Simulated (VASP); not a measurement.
# Re (P6_3/mmc) in VASP: notebook

Re is run at these levels: r2SCAN+D3(BJ), PBE+D3(BJ); tasks: single point, relaxation of cell and atoms.

All numbers are computed with VASP 6.6.1; they aren't measurements. Logs are shortened: lines on timing, memory, paths and dates and some standing lists are left out, and cuts for length are marked.

## (1) The cell of the first run

It takes space group P6_3/mmc (No. 194, hexagonal). Conventional cell: a = 2.749 Å, b = 2.749 Å, c = 8.898 Å, α = 90.00°, β = 90.00°, γ = 120.00°. Within 3.6 Å of Re (site symmetry -6m2) lie 12 Re at 2.73 to 2.75 Å. Re (site symmetry -3m) has 12 Re at 2.73 to 2.75 Å within 3.6 Å.

## (2) Single point, r2SCAN+D3(BJ)

POSCAR

```
Re
1.0
    2.7491499097      0.0000000000      0.0000000000
   -1.3745749548      2.3808336606      0.0000000000
    0.0000000000      0.0000000000      8.8983326703
Re
4
Direct
    0.6666666667      0.3333333333      0.7500000000
    0.0000000000      0.0000000000      0.5000000000
    0.3333333333      0.6666666667      0.2500000000
    0.0000000000      0.0000000000      0.0000000000
```

INCAR.step1

```
SYSTEM = Re
ALGO     = Normal         ! electronic algorithm
EDIFF    = 1E-4           ! SCF threshold, eV
ENCUT    = 520            ! plane-wave cutoff, eV
GGA      = PE             ! functional
ISMEAR   = -1             ! smearing method
LASPH    = .True.         ! aspherical terms in the spheres
LCHARG   = .False.        ! write CHGCAR
LREAL    = .False.        ! projectors in reciprocal space
LWAVE    = .True.         ! write WAVECAR
NBANDS   = 22             ! bands
NELM     = 60             ! most SCF steps
PREC     = Accurate       ! precision mode
SIGMA    = 0.05           ! smearing width, eV
```

INCAR.step2

```
SYSTEM = Re
ALGO     = Normal         ! electronic algorithm
EDIFF    = 1E-6           ! SCF threshold, eV
ENCUT    = 520            ! plane-wave cutoff, eV
ISIF     = 2              ! what is computed and relaxed
ISMEAR   = -1             ! smearing method
ISTART   = 1            
IVDW     = 12             ! dispersion correction
LASPH    = .True.         ! aspherical terms in the spheres
LCHARG   = .False.        ! write CHGCAR
LMIXTAU  = .True.       
LREAL    = .False.        ! projectors in reciprocal space
LWAVE    = .False.        ! write WAVECAR
METAGGA  = R2SCAN         ! meta-GGA
NBANDS   = 22             ! bands
NELM     = 60             ! most SCF steps
PREC     = Accurate       ! precision mode
SIGMA    = 0.05           ! smearing width, eV
VDW_A1   = 0.49484001   
VDW_A2   = 5.73083694   
VDW_S6   = 1.0          
VDW_S8   = 0.78981345
```

KPOINTS

```
k-points
0
Gamma
  11 11 3
  0 0 0
```

Potentials or basis: VASP PAW PBE potentials, release 64 (Re).

Run with:

```console
> cat potpaw_PBE.64/Re/POTCAR > POTCAR
> cp INCAR.step1 INCAR
> mpirun -np 1 vasp_std > vasp.out
> cp INCAR.step2 INCAR
> mpirun -np 1 vasp_std > vasp.out
```

OUTCAR:

```text
SYSTEM = Re
   EDIFF = 1E-6
   ENCUT = 520
   ISIF = 2
   ISMEAR = -1
   ISTART = 1
   IVDW = 12
   LASPH = .True.
   LREAL = .False.
   METAGGA = R2SCAN
   NELM = 60
   PREC = Accurate
 IVDW          = 12

 ion  position               nearest neighbor table
   1  0.667  0.333  0.750-   2 2.73   4 2.73   2 2.73   4 2.73   2 2.73   4 2.73
   2  0.000  0.000  0.500-   1 2.73   3 2.73   3 2.73   1 2.73   1 2.73   3 2.73
   3  0.333  0.667  0.250-   2 2.73   4 2.73   2 2.73   4 2.73   2 2.73   4 2.73
   4  0.000  0.000  0.000-   1 2.73   3 2.73   3 2.73   1 2.73   1 2.73   3 2.73

  LATTYP: Found a hexagonal cell.
 ALAT       =     2.7491499097
 C/A-ratio  =     3.2367578934

  Lattice vectors:

 A1 = (   2.7491499097,   0.0000000000,   0.0000000000)
 A2 = (  -1.3745749548,   2.3808336606,   0.0000000000)
 A3 = (   0.0000000000,   0.0000000000,   8.8983326703)

Analysis of symmetry for initial positions (statically):
=====================================================================
 Subroutine PRICEL returns:
 Original cell was already a primitive cell.

 Routine SETGRP: Setting up the symmetry group for a
 hexagonal supercell.

 Subroutine GETGRP returns: Found 24 space group operations
 (whereof 12 operations were pure point group operations)
 out of a pool of 24 trial point group operations.

The static configuration has the point symmetry D_3d.
 The point group associated with its full space group is D_6h.

Analysis of symmetry for dynamics (positions and initial velocities):
=====================================================================
 Subroutine PRICEL returns:
 Original cell was already a primitive cell.

 Routine SETGRP: Setting up the symmetry group for a
 hexagonal supercell.

 Subroutine GETGRP returns: Found 24 space group operations
 (whereof 12 operations were pure point group operations)
 out of a pool of 24 trial point group operations.

The dynamic configuration has the point symmetry D_3d.
 The point group associated with its full space group is D_6h.

 Subroutine INISYM returns: Found 24 space group operations
 (whereof 12 operations are pure point group operations),
 and found     1 'primitive' translations

----------------------------------------------------------------------------------------

                                     Primitive cell

  volume of cell :      58.2420

  direct lattice vectors                    reciprocal lattice vectors
     2.749149910  0.000000000  0.000000000     0.363748807  0.210010472  0.000000000
    -1.374574955  2.380833661  0.000000000     0.000000000  0.420020943  0.000000000
     0.000000000  0.000000000  8.898332670     0.000000000  0.000000000  0.112380604

  length of vectors
     2.749149910  2.749149910  8.898332670     0.420020943  0.420020943  0.112380604

  position of ions in fractional coordinates (direct lattice)
     0.666666667  0.333333333  0.750000000
     0.000000000  0.000000000  0.500000000
     0.333333333  0.666666667  0.250000000
     0.000000000  0.000000000  0.000000000

  ion indices of the primitive-cell ions
   primitive index   ion index
                 1           1
                 2           2
                 3           3
                 4           4

----------------------------------------------------------------------------------------

 KPOINTS: k-points

Automatic generation of k-mesh.
 Grid dimensions read from file:
 generate k-points for:   11   11    3

 Generating k-lattice:

  Cartesian coordinates                     Fractional coordinates (reciprocal lattice)
     0.033068073  0.019091861  0.000000000     0.090909091  0.000000000  0.000000000
     0.000000000  0.038183722  0.000000000     0.000000000  0.090909091  0.000000000
     0.000000000  0.000000000  0.037460201     0.000000000  0.000000000  0.333333333

  Length of vectors
     0.038183722  0.038183722  0.037460201

  Shift w.r.t. Gamma in fractional coordinates (k-lattice)
     0.000000000  0.000000000  0.000000000

 Subroutine IBZKPT returns following result:
 ===========================================

 Found     32 irreducible k-points:

 Following reciprocal coordinates:
            Coordinates               Weight
  0.000000  0.000000  0.000000      1.000000
  0.090909  0.000000  0.000000      6.000000
  0.181818  0.000000  0.000000      6.000000
  0.272727  0.000000  0.000000      6.000000
  0.363636  0.000000  0.000000      6.000000
  0.454545 -0.000000  0.000000      6.000000
[... 16 lines left out ...]
  0.090909  0.090909  0.333333     12.000000
  0.181818  0.090909  0.333333     24.000000
 [... further k-points ...]
   k-points           NKPTS =     32   k-points in BZ     NKDIM =     32   number of bands    NBANDS=     22
   number of dos      NEDOS =    301   number of ions     NIONS =      4
   total plane-waves  NPLWV =  28000
   dimension x,y,z NGX =    20 NGY =   20 NGZ =   70
   dimension x,y,z NGXF=    40 NGYF=   40 NGZF=  140
   ions per type =               4
   NGX,Y,Z   is equivalent  to a cutoff of  12.09, 12.09, 13.08 a.u.
   NGXF,Y,Z  is equivalent  to a cutoff of  24.19, 24.19, 26.16 a.u.
 SYSTEM =  Re
   PREC   = accura    normal or accurate (medium, high low for compatibility)
   ISTART =      1    job   : 0-new  1-cont  2-samecut
   ICHARG =      0    charge: 1-file 2-atom 10-const
   ISPIN  =      1    spin polarized calculation?
   LNONCOLLINEAR =      F non collinear calculations
   LSORBIT =      F    spin-orbit coupling
   LASPH  =      T    aspherical Exc in radial PAW
   ENCUT  =  520.0 eV  38.22 Ry    6.18 a.u.   5.11  5.11 16.55*2*pi/ulx,y,z
   NELM   =     60;   NELMIN=  2; NELMDL=  0     # of ELM steps
   EDIFF  = 0.1E-05   stopping-criterion for ELM
   LREAL  =      F    real-space projection
   EDIFFG = 0.1E-04   stopping-criterion for IOM
   NSW    =      0    number of steps for IOM
   IBRION =     -1    ionic relax: 0-MD 1-quasi-New 2-CG
   NFREE  =      0    steps in history (QN), initial steepest desc. (CG)
   ISIF   =      2    stress and relaxation
   ISYM   =      2    0-nonsym 1-usesym 2-fastsym
   POTIM  = 0.5000    time-step for ionic-motion
   TEBEG  =    0.0;   TEEND  =   0.0 temperature during run
   PSTRESS=    0.0 pullay stress
   NELECT =      28.0000    total number of electrons
   NUPDOWN=      -1.0000    fix difference up-down
   EMIN   =  10.00;   EMAX   =-10.00  energy-range for DOS
   EFERMI =   0.00;   METHOD = LEGACY
   ISMEAR =    -1;   SIGMA  =   0.05  broadening in eV -4-tet -1-fermi 0-gaus
   EFERMI_NEDOS =   21; number of points for ismear=-14 and -15
   IALGO  =     38    algorithm
   IMIX   =      4    mixing-type and parameters
     AMIX     =   0.40;   BMIX     =  1.00
     AMIX_MAG =   1.60;   BMIX_MAG =  1.00
  volume/ion in A,a.u.               =      14.56        98.26
  Fermi-wavevector in a.u.,A,eV,Ry     =   1.282475  2.423526 22.378064  1.644741
  Thomas-Fermi vector in A             =   2.414784
   LORBIT       =      0    0 simple, 1 ext, 2 COOP (PROOUT), +10 PAW based schemes
   METAGGA = R2SCAN    functional components
   LHFCALC =     F    Hartree Fock is set to
   AEXX    =    0.0000 exact exchange contribution
   IVDW    =    12    specifies the selected vdW correction
   LEPSILON=     F    determine dielectric tensor
   LRPA    =     F    only Hartree local field effects (RPA)
 non-spin polarized calculation
  energy-cutoff  :      520.00
  volume of cell :       58.24
 maximum number of plane-waves:      1583
   NGX = 11   NGY = 11   NGZ = 33

 number of electron      27.9999999 magnetization

 Free energy of the ion-electron system (eV)
  ---------------------------------------------------
  ext. energy  EPLUGINS =         0.00000000
  ---------------------------------------------------
  free energy    TOTEN  =      -209.81471990 eV

  energy without entropy =     -209.79226973  energy(sigma->0) =     -209.80349481

 E-fermi :   7.9135     XC(G=0): -15.0554

 val. band max:        7.9127029538   @ k =   0.3636   0.2727   0.3333
 cond. band min:       7.9164025033   @ k =   0.1818   0.0909   0.3333
 fundamental gap:      0.0036995495
 Fermi energy:         7.9134718743

 k-point     1 :       0.0000    0.0000    0.0000
  band No.  band energies     occupation
      1      -2.6056      2.00000
      2      -0.1660      2.00000
      3      -0.0905      2.00000
      4       0.8153      2.00000
      5       5.1773      2.00000
      6       5.2818      2.00000
[... 14 lines left out ...]
     21      10.5847      0.00000
     22      10.5847      0.00000

 k-point     2 :       0.0909    0.0000    0.0000
  band No.  band energies     occupation
      1      -2.2489      2.00000
      2       0.1649      2.00000
      3       0.2375      2.00000
      4       1.1533      2.00000
      5       4.7482      2.00000
      6       5.0490      2.00000
[... 14 lines left out ...]
     21      10.5242      0.00000
     22      10.6497      0.00000

 k-point     3 :       0.1818    0.0000    0.0000
  band No.  band energies     occupation
      1      -1.2663      2.00000
      2       0.9578      2.00000
      3       1.0153      2.00000
      4       1.9805      2.00000
      5       4.0540      2.00000
      6       4.5115      2.00000
[... 14 lines left out ...]
     21      10.7575      0.00000
     22      10.9355      0.00000

 k-point     4 :       0.2727    0.0000    0.0000
  band No.  band energies     occupation
      1       0.0251      2.00000
      2       1.4605      2.00000
      3       1.5249      2.00000
      4       2.4552      2.00000
      5       3.6947      2.00000
      6       3.8521      2.00000
[... 14 lines left out ...]
     21      11.4239      0.00000
     22      11.5261      0.00000

 k-point     5 :       0.3636    0.0000    0.0000
  band No.  band energies     occupation
      1       0.8282      2.00000
      2       1.2277      2.00000
      3       1.5987      2.00000
      4       2.2699      2.00000
      5       3.2331      2.00000
      6       3.3512      2.00000
[... 417 lines left out ...]
 k-point    22 :       0.4545   -0.0000    0.3333
  band No.  band energies     occupation
      1       1.0642      2.00000
      2       1.2274      2.00000
      3       1.5048      2.00000
      4       1.8584      2.00000
      5       2.4387      2.00000
      6       2.5419      2.00000
[... 14 lines left out ...]
     21      12.4864      0.00000
     22      12.9855      0.00000

 k-point    23 :       0.0909    0.0909    0.3333
  band No.  band energies     occupation
      1      -1.2635      2.00000
      2      -0.3962      2.00000
      3       1.6406      2.00000
      4       1.7921      2.00000
      5       4.4689      2.00000
      6       4.7394      2.00000
[... 14 lines left out ...]
     21      11.0098      0.00000
     22      11.7088      0.00000

 k-point    24 :       0.1818    0.0909    0.3333
  band No.  band energies     occupation
      1      -0.1499      2.00000
      2       0.5299      2.00000
      3       2.4308      2.00000
      4       2.6825      2.00000
      5       3.6404      2.00000
      6       3.9526      2.00000
[... 14 lines left out ...]
     21      11.1210      0.00000
     22      11.8365      0.00000

 [... further k-points ...]

------------------------ aborting loop because EDIFF is reached ----------------------------------------

 Edisp (eV)   -1.24217

 E8    (eV) :    -0.5063

  FORCE on cell =-STRESS in cart. coord.  units (eV):
  Direction    XX          YY          ZZ          XY          YZ          ZX
  --------------------------------------------------------------------------------------
  -------------------------------------------------------------------------------------
  Total       0.05877     0.05877     0.06181     0.00000     0.00000    -0.00000
  in kB       1.61678     1.61678     1.70028     0.00000     0.00000    -0.00000
  external pressure =        1.64 kB  Pullay stress =        0.00 kB

 VOLUME and BASIS-vectors are now :
 -----------------------------------------------------------------------------
  energy-cutoff  :      520.00
  volume of cell :       58.24
      direct lattice vectors                 reciprocal lattice vectors
     2.749149910  0.000000000  0.000000000     0.363748807  0.210010472  0.000000000
    -1.374574955  2.380833661  0.000000000     0.000000000  0.420020943  0.000000000
     0.000000000  0.000000000  8.898332670     0.000000000  0.000000000  0.112380604

 POSITION                                       TOTAL-FORCE (eV/Angst)
 -----------------------------------------------------------------------------------
      1.37457      0.79361      6.67375        -0.000000     -0.000000     -0.000000
      0.00000      0.00000      4.44917         0.000000      0.000000     -0.000000
     -0.00000      1.58722      2.22458         0.000000      0.000000      0.000000
      0.00000      0.00000      0.00000        -0.000000      0.000000     -0.000000
 -----------------------------------------------------------------------------------
    total drift:                                0.000000     -0.000000      0.000000

  FREE ENERGIE OF THE ION-ELECTRON SYSTEM (eV)
  ---------------------------------------------------
  free  energy   TOTEN  =      -211.0568866309 eV

  energy  without entropy=     -211.0344364605  energy(sigma->0) =     -211.04566155
```

Wall time 1.8 min (1 thread of Intel Xeon 6975P-C (Granite Rapids), shared host); peak memory 0.19 GiB.

Results:

```yaml
Free_energy: -211.0569 eV
Pressure: 0.2 GPa
Band_gap_on_the_k_mesh: zero (band 14 reaches 9.04 eV, above the bottom of band 15 at 6.52 eV)
Dispersion_energy_per_atom: -0.311 eV
```

Caveat: the PAW data sets were made with another functional, which shifts forces and pressure a little; spin-orbit coupling is left out, which moves the levels of the heavy elements; pairwise dispersion overbinds metals, which lowers pressure and volume.

## (3) Relaxation of cell and atoms, PBE+D3(BJ)

This run uses another cell than the first one, of 14.81 Å³/atom, 1.017 times its volume.

INCAR

```
ALGO = Fast ; EDIFF = 1E-7
EDIFFG = -0.01 ; ENCUT = 600
GGA = PE ; IBRION = 2
ISIF = 3 ; ISMEAR = -1
IVDW = 12 ; LASPH = True
LCHARG = False ; LREAL = False
LWAVE = False ; NELM = 80
NSW = 60 ; PREC = Accurate
SIGMA = 0.05
```

KPOINTS

```
k-points
0
Gamma
  11 11 3
```

POSCAR

```
Re
1.0
    2.7663873939      0.0000000000      0.0000000000
   -1.3831936969      2.3957617598      0.0000000000
    0.0000000000      0.0000000000      8.9388451600
Re
4
Direct
    0.6666666667      0.3333333333      0.7500000000
    0.0000000000      0.0000000000      0.5000000000
    0.3333333333      0.6666666667      0.2500000000
    0.0000000000      0.0000000000      0.0000000000
```

Potentials or basis: VASP PAW PBE potentials, release 64 (Re).

Run with:

```console
> cat potpaw_PBE.64/Re/POTCAR > POTCAR
> mpirun -np 1 vasp_std > vasp.out
```

It took 3.6 min on 1 thread of Intel Xeon 6975P-C (Granite Rapids), shared host; peak memory 0.24 GiB.

It converged, with:

| Item | Value |
| --- | --- |
| Free energy | -52.3241 eV |
| Relaxed volume | 14.65 Å³/atom |
| Relaxed cell | a = 2.756 Å, b = 2.756 Å, c = 8.909 Å, α = 90.00°, β = 90.00°, γ = 120.00° |
| Space group after relaxing (to 0.05 Å) | P6_3/mmc (No. 194) |
| Energy gained by relaxing | 2.3 meV/atom |
| Ionic steps | 4 |
| Pressure after relaxing | 0.0 GPa |
| Dispersion energy per atom | -0.658 eV |

Stress tensor (GPa, compression positive):
```
-0.04  0.00  0.00
 0.00 -0.04  0.00
 0.00  0.00  0.08
```

Step by step:
| step | energy change (eV) | largest force (eV/Å) | pressure (GPa) | volume (Å³) |
| --- | --- | --- | --- | --- |
| 1 | 0.0000 | 0.0000 | -4.17 | 59.24 |
| 2 | 0.1424 | 0.0000 | 19.55 | 56.00 |
| 3 | -0.0090 | 0.0000 | -0.08 | 58.60 |
| 4 | -0.0090 | 0.0000 | 0.00 | 58.59 |

Final structure:
```xyz
4
Lattice="2.7556 0.0000 0.0000 -1.3778 2.3864 0.0000 0.0000 0.0000 8.9090" Properties=species:S:1:pos:R:3 pbc="T T T"
Re    1.3778    0.7955    6.6817
Re    2.7556    0.0000    4.4545
Re    0.0000    1.5909    2.2272
Re    2.7556    0.0000    8.9090
```

Levels at points of the mesh, in eV from the Fermi level:
| k point | band 12 | band 13 | band 14 | band 15 | band 16 | band 17 |
| --- | --- | --- | --- | --- | --- | --- |
| (0.00, 0.00, 0.00) | -1.23 | -1.23 | -1.12 | -1.12 | 0.52 | 0.65 |

Caveat: the bands computed are all filled at some k points, so no gap is given; spin-orbit coupling is left out, which moves the levels of the heavy elements.
